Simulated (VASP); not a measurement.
Set up this calculation in VASP 6.6.1, as the native input.

| Property | Result |
| --- | --- |
| Task | single point |
| Functional | LDA |
| Potentials or basis | VASP PAW LDA potentials, release 64 (Sc_sv, Ir) |
| Cutoff | 500 eV |
| k mesh | 9 × 9 × 9 |
| Occupations | fermi-dirac, width 0.1 eV |
| Spin | no spin polarisation |
| Dipole correction | no |
| Further INCAR settings | ALGO = Normal; EDIFF = 1e-06; NBANDS = 17 |

The structure of ScIr lies in POSCAR:

```
ScIr
1.0
    3.1414124978      0.0000000000      0.0000000000
    0.0000000000      3.1414124978      0.0000000000
    0.0000000000      0.0000000000      3.1414124978
Sc Ir
1 1
Direct
    0.5000000000      0.5000000000      0.5000000000
    0.0000000000      0.0000000000      0.0000000000
```

The input as run:

INCAR

```
ALGO     = Normal         # electronic algorithm
EDIFF    = 1E-6           # SCF threshold, eV
ENCUT    = 500            # plane-wave cutoff, eV
GGA      = CA             # functional
GGA_COMPAT= False        
ISIF     = 2              # what is computed and relaxed
ISMEAR   = -1             # smearing method
LASPH    = True           # aspherical terms in the spheres
LCHARG   = True           # write CHGCAR
LELF     = True           # ELF
LREAL    = False          # projectors in reciprocal space
LVHAR    = True         
LWAVE    = False          # write WAVECAR
NBANDS   = 17             # bands
NELM     = 120            # most SCF steps
PREC     = Accurate       # precision mode
SIGMA    = 0.1            # smearing width, eV
```

KPOINTS

```
k-points
0
Gamma
  9 9 9
```

Potentials or basis: VASP PAW LDA potentials, release 64 (Sc_sv, Ir).

Launch:

```sh
$ cat potpaw_LDA.64/Sc_sv/POTCAR potpaw_LDA.64/Ir/POTCAR > POTCAR
$ mpirun -np 1 vasp_std > vasp.out
```

Results of the run:

```yaml
Pressure: 5.1 GPa
Band_gap_on_the_k_mesh: 0.24 eV, indirect (least direct gap 1.36 eV)
```

Caveat: spin-orbit coupling is left out, which moves the levels of the heavy elements.

Wall time 25 s on 1 thread of Intel Xeon 8259CL (shared host), peak memory 0.14 GiB.
